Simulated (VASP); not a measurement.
## SrLi2SnS4: single point with r2SCAN

Crystal: SrLi2SnS4.

```
Li Sr Sn S
1.0
    -3.27944    3.27944    3.91864
     3.27944   -3.27944    3.91864
     3.27944    3.27944   -3.91864
Li Sr Sn S
2 1 1 4
Direct
  0.25000 0.75000 0.50000
  0.75000 0.25000 0.50000
  0.50000 0.50000 0.00000
  0.00000 0.00000 0.00000
  0.03660 0.03660 0.42027
  0.96340 0.38366 0.00000
  0.61634 0.61634 0.57973
  0.38366 0.96340 0.00000
```

```json
{"Program": "VASP 6.6.1", "Task": "single point", "Functional": "r2SCAN", "Potentials or basis": "VASP PAW PBE potentials, release 64 (Li_sv, Sr_sv, Sn_d, S)", "Cutoff": "520 eV", "k mesh": "6 × 6 × 6", "Occupations": "fermi-dirac, width 0.02 eV", "Spin": "no spin polarisation", "Dipole correction": "no", "Further INCAR settings": "ALGO = Normal; EDIFF = 1e-06; NBANDS = 37"}
```

The largest force is 0.014 eV/Å and the band gap on the k mesh is 3.00 eV.

Forces in eV/Å, atoms in the order of the input:
```
Li   0.000  0.000  0.000
Li   0.000  0.000  0.000
Sr   0.000  0.000  0.000
Sn   0.000  0.000  0.000
S   -0.009 -0.009  0.005
S   -0.009  0.009 -0.005
S    0.009  0.009  0.005
S    0.009 -0.009 -0.005
```

Levels at points of the mesh, in eV from the valence-band top:
| k point | band 23 | band 24 | band 25 | band 26 | band 27 | band 28 | band 29 | band 30 | band 31 | band 32 |
| --- | --- | --- | --- | --- | --- | --- | --- | --- | --- | --- |
| (0.00, 0.00, 0.00) | -1.04 | -1.03 | -0.54 | -0.39 | -0.39 | 3.24 | 4.34 | 5.13 | 5.55 | 6.16 |
| (0.50, 0.00, 0.00) | -1.38 | -1.35 | -0.93 | -0.72 | -0.54 | 3.38 | 4.22 | 5.38 | 5.52 | 5.71 |
| (0.50, 0.50, 0.00) | -1.45 | -1.42 | -1.17 | -1.15 | -0.56 | 3.49 | 4.66 | 5.14 | 5.28 | 5.32 |
| (0.50, 0.50, 0.50) | -2.04 | -1.86 | -0.55 | -0.55 | 0.00 | 3.00 | 4.59 | 4.59 | 4.98 | 6.11 |

It took 11 min on 1 thread of AMD EPYC 9R45 96-Core Processor (Zen 5) (shared host), peak memory 0.46 GiB.

Caveat: the PAW data sets were made with another functional, which shifts forces and pressure a little; spin-orbit coupling is left out, which moves the levels of the heavy elements. A k mesh can miss the band edges.
